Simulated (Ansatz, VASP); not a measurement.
**SiC in VASP and in Ansatz**

Contents of INCAR:

```
  ALGO = Normal
  EDIFF = 1E-6
  ENCUT = 520
  GGA = PE
  ISIF = 2
  ISMEAR = 0
  LASPH = T
  LCHARG = F
  LREAL = F
  LWAVE = F
  NBANDS = 26
  NELM = 100
  PREC = Accurate
  SIGMA = 0.05
```

KPOINTS

```
k-points
0
Gamma
  6 6 6
```

POSCAR

```
SiC
1.0
    4.3480000000      0.0000000000      0.0000000000
    0.0000000000     -4.3480000000      0.0000000000
    0.0000000000      0.0000000000     -4.3480000000
Si C
4 4
Direct
    0.0000000000      0.4448022079      0.5000000000
    0.5000000000      0.0000000000      0.5000000000
    0.5000000000      0.5000000000      0.0000000000
    0.0000000000      0.0000000000      0.0000000000
    0.7500000000      0.7500000000      0.7500000000
    0.2500000000      0.2500000000      0.7500000000
    0.2500000000      0.7500000000      0.2500000000
    0.7500000000      0.2500000000      0.2500000000
```

Input for Ansatz:

```yaml
crystal:
  lattice:
    - [4.348, 0.0, 0.0]
    - [0.0, -4.348, 0.0]
    - [0.0, 0.0, -4.348]
  atoms:
    - { symbol: Si, position: [0.0, 0.4448022079, 0.5] }
    - { symbol: Si, position: [0.5, 0.0, 0.5] }
    - { symbol: Si, position: [0.5, 0.5, 0.0] }
    - { symbol: Si, position: [0.0, 0.0, 0.0] }
    - { symbol: C, position: [0.75, 0.75, 0.75] }
    - { symbol: C, position: [0.25, 0.25, 0.75] }
    - { symbol: C, position: [0.25, 0.75, 0.25] }
    - { symbol: C, position: [0.75, 0.25, 0.25] }
basis:
  ecutwfc: 420
kpoints:
  mp_grid: { grid: [6, 6, 6] }
hamiltonian:
  xc: pbe
scf:
  occupations: { method: gaussian, width: 0.05 }
output:
  forces: true
  stress: true
  eigenvalues: true
```

Alike in both runs: task single point; functional PBE; k mesh 6 × 6 × 6; occupations gaussian, width 0.05 eV; no spin polarisation.

|  | VASP | Ansatz |
| --- | --- | --- |
| version | VASP 6.6.1 | Ansatz 0.2.0 |
| potentials or method | VASP PAW PBE potentials, release 64 (Si, C), cutoff 520 eV | scalar-relativistic, plane waves, PAW |
| valence electrons in the cell | 32 | 32 |

|  | VASP | Ansatz | Ansatz less VASP |
| --- | --- | --- | --- |
| gap on the k mesh at the Fermi level (eV) | 0.38 | 0.39 | +0.004 |
| least direct gap on the mesh (eV) | 0.38 | 0.39 | +0.004 |
| pressure (GPa) | 6.7 | 6.8 | +0.07 |
| traceless stress, the component that is largest in VASP (GPa) | -4.49 | -4.49 | -0.007 |
| rms of the force components (eV/Å) | 1.447 | 1.448 | +0.0011 |

Atom by atom the forces differ by 0.003 eV/Å (rms over components).
